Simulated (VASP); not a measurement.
# Ta: single point with PBE

Crystal: Ta.

```
CELL_PARAMETERS angstrom
-1.66072 1.66072 1.66072
1.66072 -1.66072 1.66072
1.66072 1.66072 -1.66072
ATOMIC_POSITIONS crystal
Ta 0.00000 0.00000 0.00000
```

```yaml
Program: VASP 6.6.1
Task: single point
Functional: PBE
Potentials_or_basis: VASP PAW PBE potentials, release 64 (Ta_pv)
Cutoff: 520 eV
k_mesh: 14 × 14 × 14
Occupations: fermi-dirac, width 0.1 eV
Spin: no spin polarisation
Dipole_correction: no
Further_INCAR_settings: ALGO = Normal; EDIFF = 1e-06; NBANDS = 12
```

- Pressure: -0.2 GPa

Levels at points of the mesh, in eV from the Fermi level:
| k point | band 2 | band 3 | band 4 | band 5 | band 6 | band 7 | band 8 | band 9 |
| --- | --- | --- | --- | --- | --- | --- | --- | --- |
| (0.00, 0.00, 0.00) | -33.16 | -33.16 | -7.87 | 0.72 | 0.72 | 0.72 | 3.93 | 3.93 |
| (0.50, 0.00, 0.00) | -33.52 | -33.16 | -4.32 | -1.51 | 1.49 | 3.80 | 4.81 | 7.61 |
| (0.50, 0.50, 0.50) | -33.93 | -33.93 | -3.72 | -3.72 | 6.68 | 6.68 | 6.68 | 8.48 |

Wall time 25 s on 1 thread of Intel Xeon 8259CL, with other jobs on the host, peak memory 0.15 GiB.

Caveat: spin-orbit coupling is left out, which moves the levels of the heavy elements.
